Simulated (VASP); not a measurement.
# HOsCl (R-3m) in VASP: single point with r2SCAN

Aim: the single point of HOsCl with r2SCAN.

Program: VASP 6.6.1. These are calculated values, not measurements. Logs are shortened: lines on timing, memory, paths and dates and some standing lists are left out, and cuts for length are marked.

## 1. The cell of the first run

Symmetry: R-3m, No. 166, trigonal system. The conventional cell has a = 3.471 Å, b = 3.471 Å, c = 25.469 Å, α = 90.00°, β = 90.00°, γ = 120.00°. H (site symmetry 3m) has 4 Os at 2.06 Å and 3 H at 2.56 Å within 2.7 Å. Cl (site symmetry 3m) has 3 Os at 2.54 Å and 3 H at 2.85 Å and 9 Cl at 3.47 to 3.48 Å within 3.5 Å. Within 2.7 Å of Os (site symmetry 3m) lie 4 H at 2.06 Å and 3 Cl at 2.54 Å.

## 2. Single point, r2SCAN

POSCAR reads:

```
HOsCl
1.0
    1.7352900000      3.0056100000      0.0000000000
   -1.7352900000      3.0056100000      0.0000000000
   -1.7352900000      1.0018670000      8.4897230000
H Cl Os
2 2 2
Direct
    0.1980000000      0.6040000000      0.5940000000
    0.8020000000      0.3960000000      0.4060000000
    0.3893000000      0.2214000000      0.1679000000
    0.6107000000      0.7786000000      0.8321000000
    0.1172300000      0.7655400000      0.3516900000
    0.8827700000      0.2344600000      0.6483100000
```

INCAR.step1 reads:

```
SYSTEM = HOsCl
ALGO = Normal
EDIFF = 1E-4
ENCUT = 520
GGA = PE
ISMEAR = -1
LASPH = .TRUE.
LCHARG = .FALSE.
LREAL = .FALSE.
LWAVE = .TRUE.
NBANDS = 25
NELM = 100
PREC = Accurate
SIGMA = 0.1
```

INCAR.step2 reads:

```
SYSTEM = HOsCl
ALGO = Normal
EDIFF = 1E-7
ENCUT = 520
ISIF = 2
ISMEAR = -1
ISTART = 1
LASPH = .TRUE.
LCHARG = .FALSE.
LMIXTAU = .TRUE.
LREAL = .FALSE.
LWAVE = .FALSE.
METAGGA = R2SCAN
NBANDS = 25
NELM = 100
PREC = Accurate
SIGMA = 0.1
```

KPOINTS reads:

```
k-points
0
G
  9 9 9
  0 0 0
```

Potentials or basis: VASP PAW PBE potentials, release 64 (H, Cl, Os).

Command:

```console
> cat potpaw_PBE.64/H/POTCAR potpaw_PBE.64/Cl/POTCAR potpaw_PBE.64/Os/POTCAR > POTCAR
> cp INCAR.step1 INCAR
> mpirun -np 1 vasp_std > vasp.out
> cp INCAR.step2 INCAR
> mpirun -np 1 vasp_std > vasp.out
```

OUTCAR:

```text
SYSTEM = HOsCl
   EDIFF = 1E-7
   ENCUT = 520
   ISIF = 2
   ISMEAR = -1
   ISTART = 1
   LASPH = .TRUE.
   LREAL = .FALSE.
   METAGGA = R2SCAN
   NELM = 100
   PREC = Accurate

 ion  position               nearest neighbor table
   1  0.198  0.604  0.594-   6 2.06   6 2.06   6 2.06   5 2.06
   2  0.802  0.396  0.406-   5 2.06   5 2.06   5 2.06   6 2.06
   3  0.389  0.221  0.168-   5 2.54   5 2.54   5 2.54
   4  0.611  0.779  0.832-   6 2.54   6 2.54   6 2.54
   5  0.117  0.766  0.352-   2 2.06   2 2.06   2 2.06   1 2.06   3 2.54   3 2.54   3 2.54   6 3.22
                             6 3.22   6 3.22
   6  0.883  0.234  0.648-   1 2.06   1 2.06   1 2.06   2 2.06   4 2.54   4 2.54   4 2.54   5 3.22
                             5 3.22   5 3.22

  LATTYP: Found a trigonal (rhomboedric) cell.
 ALAT       =     8.7229791635
 COS(alpha) =     0.9208511783

  Lattice vectors:

 A1 = (   1.7352900000,   1.0018670000,   8.4897230000)
 A2 = (  -1.7352900000,   1.0018670000,   8.4897230000)
 A3 = (   0.0000000000,  -2.0037430000,   8.4897230000)

Analysis of symmetry for initial positions (statically):
=====================================================================
 Subroutine PRICEL returns:
 Original cell was already a primitive cell.

 Routine SETGRP: Setting up the symmetry group for a
 trigonal (rhombohedral) supercell.

 Subroutine GETGRP returns: Found 12 space group operations
 (whereof 12 operations were pure point group operations)
 out of a pool of 12 trial point group operations.

The static configuration has the point symmetry D_3d.

Analysis of symmetry for dynamics (positions and initial velocities):
=====================================================================
 Subroutine PRICEL returns:
 Original cell was already a primitive cell.

 Routine SETGRP: Setting up the symmetry group for a
 trigonal (rhombohedral) supercell.

 Subroutine GETGRP returns: Found 12 space group operations
 (whereof 12 operations were pure point group operations)
 out of a pool of 12 trial point group operations.

The dynamic configuration has the point symmetry D_3d.

 Subroutine INISYM returns: Found 12 space group operations
 (whereof 12 operations are pure point group operations),
 and found     1 'primitive' translations

[... 96 lines left out ...]
   ISPIN  =      1    spin polarized calculation?
   LNONCOLLINEAR =      F non collinear calculations
   LSORBIT =      F    spin-orbit coupling
   LASPH  =      T    aspherical Exc in radial PAW
   ENCUT  =  520.0 eV  38.22 Ry    6.18 a.u.   6.45  6.45 16.22*2*pi/ulx,y,z
   NELM   =    100;   NELMIN=  2; NELMDL=  0     # of ELM steps
   EDIFF  = 0.1E-06   stopping-criterion for ELM
   LREAL  =      F    real-space projection
   EDIFFG = 0.1E-05   stopping-criterion for IOM
   NSW    =      0    number of steps for IOM
   IBRION =     -1    ionic relax: 0-MD 1-quasi-New 2-CG
   NFREE  =      0    steps in history (QN), initial steepest desc. (CG)
   ISIF   =      2    stress and relaxation
   ISYM   =      2    0-nonsym 1-usesym 2-fastsym
   POTIM  = 0.5000    time-step for ionic-motion
   TEBEG  =    0.0;   TEEND  =   0.0 temperature during run
   PSTRESS=    0.0 pullay stress
   NELECT =      32.0000    total number of electrons
   NUPDOWN=      -1.0000    fix difference up-down
   EMIN   =  10.00;   EMAX   =-10.00  energy-range for DOS
   EFERMI =   0.00;   METHOD = LEGACY
   ISMEAR =    -1;   SIGMA  =   0.10  broadening in eV -4-tet -1-fermi 0-gaus
   EFERMI_NEDOS =   21; number of points for ismear=-14 and -15
   IALGO  =     38    algorithm
   IMIX   =      4    mixing-type and parameters
     AMIX     =   0.40;   BMIX     =  1.00
     AMIX_MAG =   1.60;   BMIX_MAG =  1.00
  volume/ion in A,a.u.               =      14.76        99.60
  Fermi-wavevector in a.u.,A,eV,Ry     =   1.166045  2.203506 18.499320  1.359662
  Thomas-Fermi vector in A             =   2.302563
   LORBIT       =      0    0 simple, 1 ext, 2 COOP (PROOUT), +10 PAW based schemes
   METAGGA = R2SCAN    functional components
   LHFCALC =     F    Hartree Fock is set to
   AEXX    =    0.0000 exact exchange contribution
   IVDW    =     0    specifies the selected vdW correction
   LEPSILON=     F    determine dielectric tensor
   LRPA    =     F    only Hartree local field effects (RPA)
 non-spin polarized calculation
  energy-cutoff  :      520.00
  volume of cell :       88.56
 maximum number of plane-waves:      2425
 NGX is ok and might be reduce to    28
   NGX = 13   NGY = 13   NGZ = 33

 number of electron      31.9999999 magnetization

 Free energy of the ion-electron system (eV)
  ---------------------------------------------------
  ext. energy  EPLUGINS =         0.00000000
  ---------------------------------------------------
  free energy    TOTEN  =      -120.81902067 eV

  energy without entropy =     -120.61240398  energy(sigma->0) =     -120.71571232

 E-fermi :   4.5339     XC(G=0): -11.1334

 val. band max:        4.5330151356   @ k =  -0.2222  -0.4444   0.2222
 cond. band min:       4.5796959733   @ k =  -0.4444   0.1111  -0.0000
 fundamental gap:      0.0466808376
 Fermi energy:         4.5339013768

 k-point     1 :       0.0000    0.0000    0.0000
  band No.  band energies     occupation
      1     -13.7395      2.00000
      2     -13.4275      2.00000
      3      -4.9719      2.00000
      4      -3.2083      2.00000
      5      -0.9581      2.00000
      6      -0.5363      2.00000
[... 661 lines left out ...]
     24      12.3896      0.00000
     25      12.7973      0.00000

 [... further k-points ...]
[... 5 lines left out ...]
  --------------------------------------------------------------------------------------
  -------------------------------------------------------------------------------------
  Total       -7.0751466     -7.0751445    -10.4211971      0.0000000      0.0000037      0.0000000
  in kB     -128.0023138   -128.0022758   -188.5384734      0.0000000      0.0000666      0.0000000
  external PRESSURE =    -148.1810210 kB  Pullay stress =       0.0000000 kB

 VOLUME and BASIS-vectors are now :
 -----------------------------------------------------------------------------
  energy-cutoff  :      520.00
  volume of cell :       88.56
      direct lattice vectors                 reciprocal lattice vectors
     1.735290000  3.005610000  0.000000000     0.288136277  0.166355582  0.039263217
    -1.735290000  3.005610000  0.000000000    -0.288136277  0.166355582 -0.078526257
    -1.735290000  1.001867000  8.489723000     0.000000000  0.000000000  0.117789473

 POSITION                                       TOTAL-FORCE (eV/Angst)
 -----------------------------------------------------------------------------------
     -1.73529      3.00561      5.04290         0.000000      0.000000     -0.603596
      0.00000      4.00748      3.44683        -0.000000     -0.000000      0.603596
     -0.00000      2.00374      1.42542        -0.000000     -0.000000      0.733584
     -1.73529      5.00935      7.06430         0.000000      0.000000     -0.733584
     -1.73529      3.00561      2.98575         0.000000     -0.000001      2.478215
      0.00000      4.00748      5.50397        -0.000000      0.000001     -2.478215
 -----------------------------------------------------------------------------------
    total drift:                               -0.000000      0.000000      0.000000

  FREE ENERGIE OF THE ION-ELECTRON SYSTEM (eV)
  ---------------------------------------------------
  free  energy   TOTEN  =      -120.8190206665 eV

  energy  without entropy=     -120.6124039776  energy(sigma->0) =     -120.71571232
```

OUTCAR.step1:

```text
SYSTEM = HOsCl
   EDIFF = 1E-4
   ENCUT = 520
   GGA = PE
   ISMEAR = -1
   LASPH = .TRUE.
[... 911 lines left out ...]
     -1.73529      5.00935      7.06430        -0.000000      0.000000     -0.576043
     -1.73529      3.00561      2.98575         0.000000     -0.000001      2.558569
      0.00000      4.00748      5.50397        -0.000000      0.000001     -2.558569
 -----------------------------------------------------------------------------------
    total drift:                               -0.000000      0.000000      0.000000

  FREE ENERGIE OF THE ION-ELECTRON SYSTEM (eV)
  ---------------------------------------------------
  free  energy   TOTEN  =       -28.5176142458 eV

  energy  without entropy=      -28.2892411209  energy(sigma->0) =      -28.40342768
```

OSZICAR.step1:

```text
N       E                     dE             d eps       ncg     rms          rms(c)
DAV:   1     0.204954369129E+03    0.20495E+03   -0.14232E+04  4250   0.115E+03
DAV:   2    -0.984056702155E+01   -0.21479E+03   -0.19557E+03  4639   0.315E+02
DAV:   3    -0.295199653794E+02   -0.19679E+02   -0.18375E+02  5527   0.813E+01
DAV:   4    -0.300015538809E+02   -0.48159E+00   -0.47824E+00  5188   0.151E+01
DAV:   5    -0.300146021206E+02   -0.13048E-01   -0.13034E-01  5857   0.225E+00    0.196E+01
DAV:   6    -0.286119672066E+02    0.14026E+01   -0.35746E+00  5670   0.121E+01    0.902E+00
DAV:   7    -0.285282878426E+02    0.83679E-01   -0.48009E-01  5771   0.585E+00    0.421E+00
DAV:   8    -0.285211587926E+02    0.71290E-02   -0.15577E-01  5154   0.263E+00    0.112E+00
DAV:   9    -0.285175039391E+02    0.36549E-02   -0.21065E-02  5259   0.914E-01    0.324E-01
DAV:  10    -0.285175792669E+02   -0.75328E-04   -0.43650E-03  5055   0.497E-01    0.129E-01
DAV:  11    -0.285176142458E+02   -0.34979E-04   -0.15437E-04  4641   0.871E-02
   1 F= -.28517614E+02 E0= -.28403428E+02  d E =-.228373E+00
```

Run time: 14 min. Hardware: 1 thread of Intel Xeon Platinum 8259CL at 2.50GHz (Skylake/Cascade Lake), shared host; peak memory 0.35 GiB.

What came out:

| Quantity | Value |
| --- | --- |
| Free energy | -120.8190 eV |
| Pressure | -14.8 GPa |
| Largest force | 2.478 eV/Å |
| Band gap on the k mesh | zero (bands 16 and 17 overlap by 0.82 eV) |

Forces on the atoms (eV/Å):
```
H    0.000  0.000 -0.604
H    0.000  0.000  0.604
Cl   0.000  0.000  0.734
Cl   0.000  0.000 -0.734
Os   0.000  0.000  2.478
Os   0.000  0.000 -2.478
```

Stress tensor (GPa, compression positive):
```
-12.80   0.00   0.00
  0.00 -12.80   0.00
  0.00   0.00 -18.85
```

Caveat: the cell stands under tension; the PAW data sets were made with another functional, which shifts forces and pressure a little; spin-orbit coupling is left out, which moves the levels of the heavy elements.
